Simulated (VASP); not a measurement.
Si2N, 3 atoms in the cell. The typed cell holds 3 atoms: a = 3.399 Å, b = 3.399 Å, c = 3.589 Å, α = 90.00°, β = 90.00°, γ = 120.00°. 

```yaml
Program: VASP 6.6.1
Task: single point
Functional: PBE
Potentials_or_basis: VASP PAW PBE potentials, release 64 (Si, N)
Cutoff: 600 eV
k_mesh: 6 × 6 × 5
Occupations: fermi-dirac, width 0.025 eV
Spin: no spin polarisation
Dipole_correction: no
Further_INCAR_settings: ALGO = Normal; EDIFF = 1e-06; NBANDS = 14
```

Potentials or basis: VASP PAW PBE potentials, release 64 (Si, N).

Run with:

```console
$ cat potpaw_PBE.64/Si/POTCAR potpaw_PBE.64/N/POTCAR > POTCAR
$ mpirun -np 1 vasp_std > vasp.out
```

Hardware: 1 thread of AMD EPYC 7R43 64-Core Processor (Zen 3), on a shared host.

Question: How long does it take, and how much memory?

Answer: Run time: 20 s on 1 thread of AMD EPYC 7R43 64-Core Processor (Zen 3), with other jobs on the host, peak memory 0.12 GiB. Counts: scf iterations 13, k points 39.
